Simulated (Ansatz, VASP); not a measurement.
# HgS: VASP beside Ansatz

```xyz
2
Lattice="0.0000 2.9290 2.9290 2.9290 0.0000 2.9290 2.9290 2.9290 0.0000" Properties=species:S:1:pos:R:3 pbc="T T T"
Hg    0.0000    0.0000    0.0000
S     4.3935    4.3935    4.3935
```

Alike in both runs: task single point; functional PBE-based screened hybrid with a share of 0.2 of exact exchange and HFSCREEN = 0.20787; k mesh 6 × 6 × 6; occupations gaussian, width 0.05 eV; no spin polarisation.

```csv
,VASP,Ansatz
version,VASP 6.6.1,Ansatz 0.2.0
potentials or method,"VASP PAW PBE potentials, release 64 (Hg, S), cutoff 400 eV","scalar-relativistic, plane waves, PAW"
valence electrons in the cell,18,26
```

```csv
,VASP,Ansatz,Ansatz less VASP
gap on the k mesh at the Fermi level (eV),0.24,0.23,-0.003
least direct gap on the mesh (eV),0.24,0.23,-0.003
pressure (GPa),2.7,2.5,-0.26
```

VASP's potentials were made for PBE, not for PBE-based screened hybrid. VASP's potentials hold 18 valence electrons a cell and Ansatz's 26, so a difference there can come from the potentials and not from the codes. Ansatz's warnings: stress exchange threshold loose, stress scf threshold loose.

Spin-orbit coupling is off throughout.
